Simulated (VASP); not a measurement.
Input of a VASP 6.6.1 run:

The input INCAR:

```
PREC = Accurate
ENCUT = 520
EDIFF = 1E-6
ISMEAR = 0
SIGMA = 0.1
LREAL = False
LASPH = True
NELM = 150
ALGO = Normal
ISIF = 2
LWAVE = False
LCHARG = False
ISPIN = 2
MAGMOM = 2.75 0.38
LORBIT = 11
LMAXMIX = 4
GGA = PS
NBANDS = 18
```

File KPOINTS:

```
Automatic mesh
0
Gamma
  1 1 1
```

Contents of POSCAR:

```
CoO
1.0
    1.5054695445      0.8691832468      2.4399269062
   -1.5054695445      0.8691832468      2.4399269062
    0.0000000000     -1.7383664936      2.4399269062
Co O
1 1
Direct
    0.0000000000      0.0000000000      0.0000000000
    0.5000000000      0.5000000000      0.5000000000
```

Potentials or basis: VASP PAW PBE potentials, release 64 (Co, O).

The run is started by

```bash
$ cat potpaw_PBE.64/Co/POTCAR potpaw_PBE.64/O/POTCAR > POTCAR
$ mpirun -np 1 vasp_gam > vasp.out
```

(1) Estimate the net moment.

(2) Predict the site moments.

Results:

(1) 3.00 μB per cell.

(2) Co +2.06; O +0.69 μB.

Caveat: the k points lie up to 2.56 Å⁻¹ apart; a cell with one magnetic atom can't hold antiferromagnetic order, which such compounds often take.
